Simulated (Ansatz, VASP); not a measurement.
# One calculation of ZrTi3C4, two programs

INCAR

```
PREC = Accurate
ENCUT = 520
EDIFF = 1E-7
ISMEAR = 0
SIGMA = 0.1
LREAL = F
LASPH = T
NELM = 150
ALGO = Normal
ISIF = 2
LWAVE = F
LCHARG = F
ISPIN = 2
MAGMOM = 1 1 1 1 0 0 0 0
LORBIT = 11
LMAXMIX = 4
GGA = PE
NBANDS = 46
```

KPOINTS

```
Automatic mesh
0
Gamma
  6 4 4
```

Contents of POSCAR:

```
ZrTi3C4
1.0
    3.1467555394      0.0000000000      0.0000000000
    0.0000000000      4.4418361744      0.0000000000
    0.0000000000      0.0000000000      6.2666723369
Zr Ti C
1 3 4
Direct
    0.5000000000      0.5000000000      0.5000000000
    0.0000000000      0.0000000000      0.2438795526
    0.0000000000      0.0000000000      0.7561204474
    0.5000000000      0.5000000000      0.0000000000
    0.0000000000      0.5000000000      0.7627916404
    0.5000000000      0.0000000000      0.0000000000
    0.0000000000      0.5000000000      0.2372083596
    0.5000000000      0.0000000000      0.5000000000
```

Input for Ansatz:

```yaml
crystal:
  lattice:
    - [3.1467555394, 0.0, 0.0]
    - [0.0, 4.4418361744, 0.0]
    - [0.0, 0.0, 6.2666723369]
  atoms:
    - { symbol: Zr, position: [0.5, 0.5, 0.5], spin: 1.0 }
    - { symbol: Ti, position: [0.0, 0.0, 0.2438795526], spin: 1.0 }
    - { symbol: Ti, position: [0.0, 0.0, 0.7561204474], spin: 1.0 }
    - { symbol: Ti, position: [0.5, 0.5, 0.0], spin: 1.0 }
    - { symbol: C, position: [0.0, 0.5, 0.7627916404] }
    - { symbol: C, position: [0.5, 0.0, 0.0] }
    - { symbol: C, position: [0.0, 0.5, 0.2372083596] }
    - { symbol: C, position: [0.5, 0.0, 0.5] }
basis:
  ecutwfc: 420
kpoints:
  mp_grid: { grid: [6, 4, 4] }
hamiltonian:
  xc: pbe
scf:
  occupations: { method: gaussian, width: 0.1 }
  lower_state_search: "off"
output:
  forces: true
  stress: true
  eigenvalues: true
  populations: true
magnetization:
  spin_polarized: true
```

Alike in both runs: task single point; functional PBE; k mesh 6 × 4 × 4; occupations gaussian, width 0.1 eV; collinear spin.

|  | VASP | Ansatz |
| --- | --- | --- |
| version | VASP 6.6.1 | Ansatz 0.2.0 |
| potentials or method | VASP PAW PBE potentials, release 64 (Zr_sv, Ti_sv, C), cutoff 520 eV | scalar-relativistic, plane waves, PAW |
| valence electrons in the cell | 64 | 64 |

|  | VASP | Ansatz | Ansatz less VASP |
| --- | --- | --- | --- |
| gap on the k mesh at the Fermi level (eV) | none | none | - |
| pressure (GPa) | 0.1 | -0.2 | -0.25 |
| net moment per atom (μB) | 0.00 | 0.00 | 0.000 |

A gap of «none» marks a metal or a gap that the smearing closes. With one functional, cell and mesh, what is left measures potentials, basis and numerics. Ansatz's warnings: seeded moment not kept.
